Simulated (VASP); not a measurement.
# C (I4/mmm) in VASP: a series of runs

The runs below take C through single point, relaxation of cell and atoms, with PBE.

Program: VASP 6.6.1. These are calculated values, not measurements. Logs are shortened: lines on timing, memory, paths and dates and some standing lists are left out, and cuts for length are marked.

## (1) The cell of the first run

The structure is tetragonal, space group I4/mmm (No. 139). Conventional cell: a = 4.224 Å, b = 4.224 Å, c = 2.535 Å, α = 90.00°, β = 90.00°, γ = 90.00°. Within 2.0 Å of C (site symmetry m2m) lie 4 C at 1.52 Å.

## (2) Single point, PBE

INCAR reads:

```
PREC = Accurate
ENCUT = 520
EDIFF = 1E-7
ISMEAR = 0
SIGMA = 0.1
LREAL = False
LASPH = True
NELM = 60
ALGO = Normal
ISIF = 2
LWAVE = False
LCHARG = True
GGA = PE
LELF = True
LVHAR = True
NBANDS = 16
```

KPOINTS reads:

```
regular mesh
0
Gamma
  8 8 8
```

POSCAR reads:

```
C
1.0
   -2.1118723600      2.1118723600      1.2674977700
    2.1118723600     -2.1118723600      1.2674977700
    2.1118723600      2.1118723600     -1.2674977700
C
4
Direct
    0.6804985700      0.6804985700      0.3609971300
    0.3195014300      0.3195014300      0.6390028700
    0.3195014300      0.6804985700      0.0000000000
    0.6804985700      0.3195014300      0.0000000000
```

Potentials or basis: VASP PAW PBE potentials, release 64 (C).

Run with:

```sh
cat potpaw_PBE.64/C/POTCAR > POTCAR
mpirun -np 1 vasp_std > vasp.out
```

OUTCAR:

```text
PREC = Accurate
   ENCUT = 520
   EDIFF = 1E-7
   ISMEAR = 0
   LREAL = False
   LASPH = True
   NELM = 60
   ISIF = 2
   GGA = PE

 ion  position               nearest neighbor table
   1  0.680  0.680  0.361-   2 1.52   2 1.52   3 1.52   4 1.52
   2  0.320  0.320  0.639-   1 1.52   1 1.52   4 1.52   3 1.52
   3  0.320  0.680  0.000-   4 1.52   4 1.52   2 1.52   1 1.52
   4  0.680  0.320  0.000-   3 1.52   3 1.52   2 1.52   1 1.52

  LATTYP: Found a body centered tetragonal cell.
 ALAT       =     4.2237447200
 C/A-ratio  =     0.6001772617

  Lattice vectors:

 A1 = (  -2.1118723600,   2.1118723600,   1.2674977700)
 A2 = (   2.1118723600,  -2.1118723600,   1.2674977700)
 A3 = (   2.1118723600,   2.1118723600,  -1.2674977700)

Analysis of symmetry for initial positions (statically):
=====================================================================
 Subroutine PRICEL returns:
 Original cell was already a primitive cell.

 Routine SETGRP: Setting up the symmetry group for a
 body centered tetragonal supercell.

 Subroutine GETGRP returns: Found 16 space group operations
 (whereof 16 operations were pure point group operations)
 out of a pool of 16 trial point group operations.

The static configuration has the point symmetry D_4h.

Analysis of symmetry for dynamics (positions and initial velocities):
=====================================================================
 Subroutine PRICEL returns:
 Original cell was already a primitive cell.

 Routine SETGRP: Setting up the symmetry group for a
 body centered tetragonal supercell.

 Subroutine GETGRP returns: Found 16 space group operations
 (whereof 16 operations were pure point group operations)
 out of a pool of 16 trial point group operations.

The dynamic configuration has the point symmetry D_4h.

 Subroutine INISYM returns: Found 16 space group operations
 (whereof 16 operations are pure point group operations),
 and found     1 'primitive' translations

----------------------------------------------------------------------------------------

                                     Primitive cell

  volume of cell :      22.6122

  direct lattice vectors                    reciprocal lattice vectors
    -2.111872360  2.111872360  1.267497770     0.000000000  0.236756733  0.394478012
     2.111872360 -2.111872360  1.267497770     0.236756733  0.000000000  0.394478012
     2.111872360  2.111872360 -1.267497770     0.236756733  0.236756733  0.000000000

  length of vectors
     3.244466108  3.244466108  3.244466108     0.460072442  0.460072442  0.334824582

  position of ions in fractional coordinates (direct lattice)
     0.680498570  0.680498570  0.360997130
     0.319501430  0.319501430  0.639002870
     0.319501430  0.680498570  0.000000000
     0.680498570  0.319501430  0.000000000

  ion indices of the primitive-cell ions
   primitive index   ion index
                 1           1
                 2           2
                 3           3
                 4           4

----------------------------------------------------------------------------------------

 KPOINTS: regular mesh

Automatic generation of k-mesh.
 Grid dimensions read from file:
 generate k-points for:    8    8    8

 Generating k-lattice:

  Cartesian coordinates                     Fractional coordinates (reciprocal lattice)
     0.000000000  0.029594592  0.049309751     0.125000000 -0.000000000  0.000000000
     0.029594592  0.000000000  0.049309751    -0.000000000  0.125000000  0.000000000
     0.029594592  0.029594592  0.000000000     0.000000000  0.000000000  0.125000000

  Length of vectors
     0.057509055  0.057509055  0.041853073

  Shift w.r.t. Gamma in fractional coordinates (k-lattice)
     0.000000000  0.000000000  0.000000000

 Subroutine IBZKPT returns following result:
 ===========================================

 Found     59 irreducible k-points:

 Following reciprocal coordinates:
            Coordinates               Weight
  0.000000  0.000000  0.000000      1.000000
  0.125000  0.000000 -0.000000      8.000000
  0.250000  0.000000 -0.000000      8.000000
  0.375000  0.000000 -0.000000      8.000000
  0.500000  0.000000 -0.000000      4.000000
  0.125000  0.125000 -0.000000      8.000000
[... 16 lines left out ...]
  0.250000  0.125000  0.125000     16.000000
  0.375000  0.125000  0.125000      8.000000
 [... further k-points ...]
   k-points           NKPTS =     59   k-points in BZ     NKDIM =     59   number of bands    NBANDS=     16
   number of dos      NEDOS =    301   number of ions     NIONS =      4
   total plane-waves  NPLWV =  13824
   dimension x,y,z NGX =    24 NGY =   24 NGZ =   24
   dimension x,y,z NGXF=    48 NGYF=   48 NGZF=   48
   ions per type =               4
   NGX,Y,Z   is equivalent  to a cutoff of  12.30, 12.30, 12.30 a.u.
   NGXF,Y,Z  is equivalent  to a cutoff of  24.60, 24.60, 24.60 a.u.
 SYSTEM =  unknown system
   PREC   = accura    normal or accurate (medium, high low for compatibility)
   ISTART =      0    job   : 0-new  1-cont  2-samecut
   ICHARG =      2    charge: 1-file 2-atom 10-const
   ISPIN  =      1    spin polarized calculation?
   LNONCOLLINEAR =      F non collinear calculations
   LSORBIT =      F    spin-orbit coupling
   LASPH  =      T    aspherical Exc in radial PAW
   ENCUT  =  520.0 eV  38.22 Ry    6.18 a.u.   6.03  6.03  6.03*2*pi/ulx,y,z
   NELM   =     60;   NELMIN=  2; NELMDL= -5     # of ELM steps
   EDIFF  = 0.1E-06   stopping-criterion for ELM
   LREAL  =      F    real-space projection
   EDIFFG = 0.1E-05   stopping-criterion for IOM
   NSW    =      0    number of steps for IOM
   IBRION =     -1    ionic relax: 0-MD 1-quasi-New 2-CG
   NFREE  =      0    steps in history (QN), initial steepest desc. (CG)
   ISIF   =      2    stress and relaxation
   ISYM   =      2    0-nonsym 1-usesym 2-fastsym
   POTIM  = 0.5000    time-step for ionic-motion
   TEBEG  =    0.0;   TEEND  =   0.0 temperature during run
   PSTRESS=    0.0 pullay stress
   NELECT =      16.0000    total number of electrons
   NUPDOWN=      -1.0000    fix difference up-down
   EMIN   =  10.00;   EMAX   =-10.00  energy-range for DOS
   EFERMI =   0.00;   METHOD = LEGACY
   ISMEAR =     0;   SIGMA  =   0.10  broadening in eV -4-tet -1-fermi 0-gaus
   EFERMI_NEDOS =   21; number of points for ismear=-14 and -15
   IALGO  =     38    algorithm
   IMIX   =      4    mixing-type and parameters
     AMIX     =   0.40;   BMIX     =  1.00
     AMIX_MAG =   1.60;   BMIX_MAG =  1.00
  volume/ion in A,a.u.               =       5.65        38.15
  Fermi-wavevector in a.u.,A,eV,Ry     =   1.458816  2.756763 28.955176  2.128145
  Thomas-Fermi vector in A             =   2.575457
   LORBIT       =      0    0 simple, 1 ext, 2 COOP (PROOUT), +10 PAW based schemes
   GGA     = PE    functional components
   LHFCALC =     F    Hartree Fock is set to
   AEXX    =    0.0000 exact exchange contribution
   IVDW    =     0    specifies the selected vdW correction
   LEPSILON=     F    determine dielectric tensor
   LRPA    =     F    only Hartree local field effects (RPA)
 non-spin polarized calculation
 Gauss-broadening in eV      SIGMA  =   0.10
  energy-cutoff  :      520.00
  volume of cell :       22.61
 maximum number of plane-waves:       636
   NGX = 13   NGY = 13   NGZ = 13

 number of electron      16.0000001 magnetization

 Free energy of the ion-electron system (eV)
  ---------------------------------------------------
  ext. energy  EPLUGINS =         0.00000000
  ---------------------------------------------------
  free energy    TOTEN  =       -35.34891789 eV

  energy without entropy =      -35.34891789  energy(sigma->0) =      -35.34891789

 E-fermi :  10.6965     XC(G=0): -13.1547

 val. band max:       10.1949312132   @ k =   0.5000   0.5000   0.5000
 cond. band min:      12.3542412550   @ k =  -0.1250  -0.1250   0.1250
 fundamental gap:      2.1593100418
 Fermi energy:        10.6964814829

 k-point     1 :       0.0000    0.0000    0.0000
  band No.  band energies     occupation
      1     -12.1228      2.00000
      2      -1.2267      2.00000
      3       0.4001      2.00000
      4       0.4001      2.00000
      5       2.3534      2.00000
      6       6.2604      2.00000
[... 8 lines left out ...]
     15      27.1363      0.00000
     16      27.2744      0.00000

 k-point     2 :       0.1250    0.0000   -0.0000
  band No.  band energies     occupation
      1     -11.7506      2.00000
      2      -1.7315      2.00000
      3      -0.0620      2.00000
      4       1.4488      2.00000
      5       2.7297      2.00000
      6       4.9237      2.00000
[... 8 lines left out ...]
     15      25.2643      0.00000
     16      27.4190      0.00000

 k-point     3 :       0.2500    0.0000   -0.0000
  band No.  band energies     occupation
      1     -10.6529      2.00000
      2      -2.0822      2.00000
      3      -1.0504      2.00000
      4       2.2342      2.00000
      5       2.4231      2.00000
      6       3.1663      2.00000
[... 8 lines left out ...]
     15      24.8940      0.00000
     16      26.3165      0.00000

 k-point     4 :       0.3750    0.0000   -0.0000
  band No.  band energies     occupation
      1      -8.9267      2.00000
      2      -3.0805      2.00000
      3      -1.8552      2.00000
      4       0.7972      2.00000
      5       0.8211      2.00000
      6       3.1621      2.00000
[... 8 lines left out ...]
     15      25.0120      0.00000
     16      27.0069      0.00000
[... 324 lines left out ...]
 k-point    22 :       0.1250    0.1250    0.1250
  band No.  band energies     occupation
      1     -10.2837      2.00000
      2      -3.8967      2.00000
      3       0.1793      2.00000
      4       1.2677      2.00000
      5       3.0845      2.00000
      6       3.1219      2.00000
[... 8 lines left out ...]
     15      24.6813      0.00000
     16      26.5399      0.00000

 k-point    23 :       0.2500    0.1250    0.1250
  band No.  band energies     occupation
      1      -8.6076      2.00000
      2      -3.8797      2.00000
      3      -1.9552      2.00000
      4      -0.4898      2.00000
      5       2.2643      2.00000
      6       4.0422      2.00000
[... 8 lines left out ...]
     15      25.8823      0.00000
     16      28.2304      0.00000

 k-point    24 :       0.3750    0.1250    0.1250
  band No.  band energies     occupation
      1      -7.2409      2.00000
      2      -4.5151      2.00000
      3      -2.6539      2.00000
      4      -1.5903      2.00000
      5       2.0786      2.00000
      6       4.6573      2.00000
[... 8 lines left out ...]
     15      27.6069      0.00000
     16      28.5362      0.00000

 [... further k-points ...]
[... 5 lines left out ...]
  --------------------------------------------------------------------------------------
  -------------------------------------------------------------------------------------
  Total        6.4666434      6.4666434     -0.9980328      0.0000000     -0.0000000      0.0000000
  in kB      458.1914339    458.1914339    -70.7152183      0.0000000     -0.0000000      0.0000000
  external PRESSURE =     281.8892165 kB  Pullay stress =       0.0000000 kB

 VOLUME and BASIS-vectors are now :
 -----------------------------------------------------------------------------
  energy-cutoff  :      520.00
  volume of cell :       22.61
      direct lattice vectors                 reciprocal lattice vectors
    -2.111872360  2.111872360  1.267497770     0.000000000  0.236756733  0.394478012
     2.111872360 -2.111872360  1.267497770     0.236756733  0.000000000  0.394478012
     2.111872360  2.111872360 -1.267497770     0.236756733  0.236756733  0.000000000

 POSITION                                       TOTAL-FORCE (eV/Angst)
 -----------------------------------------------------------------------------------
      0.76238      0.76238      1.26750         0.329249      0.329249      0.000000
      1.34949      1.34949     -0.00000        -0.329249     -0.329249     -0.000000
      0.76238     -0.76238      1.26750         0.329249     -0.329249     -0.000000
     -0.76238      0.76238      1.26750        -0.329249      0.329249     -0.000000
 -----------------------------------------------------------------------------------
    total drift:                                0.000000      0.000000     -0.000000

  FREE ENERGIE OF THE ION-ELECTRON SYSTEM (eV)
  ---------------------------------------------------
  free  energy   TOTEN  =       -35.3489178859 eV

  energy  without entropy=      -35.3489178859  energy(sigma->0) =      -35.34891789
```

Run time: 15 s. Hardware: 1 thread of Intel Xeon 6975P-C (Granite Rapids), shared host; peak memory 0.14 GiB.

Results:

- Free energy: -35.3489 eV
- Pressure: 28.2 GPa
- Largest force: 0.466 eV/Å
- Band gap on the k mesh: 2.16 eV, indirect (least direct gap 3.47 eV)

Forces in eV/Å, atoms in the order of the input:
```
C    0.329  0.329  0.000
C   -0.329 -0.329  0.000
C    0.329 -0.329  0.000
C   -0.329  0.329  0.000
```

Levels at points of the mesh, in eV from the valence-band top:
```tsv
k point	band 4	band 5	band 6	band 7	band 8	band 9	band 10	band 11	band 12	band 13
(0.00, 0.00, 0.00)	-9.79	-7.84	-3.93	-3.93	-1.38	3.65	5.35	5.35	8.68	8.68
(0.50, 0.00, 0.00)	-10.45	-9.67	-6.99	-5.55	-3.19	4.67	7.83	8.80	10.31	10.72
(0.50, 0.50, 0.00)	-7.12	-6.32	-5.12	-4.21	-3.50	5.54	5.58	6.35	10.55	10.84
(0.50, 0.50, 0.50)	-11.80	-7.43	-0.89	0.00	0.00	3.47	7.57	9.82	10.33	10.33
```

[end of part 1 of 2]
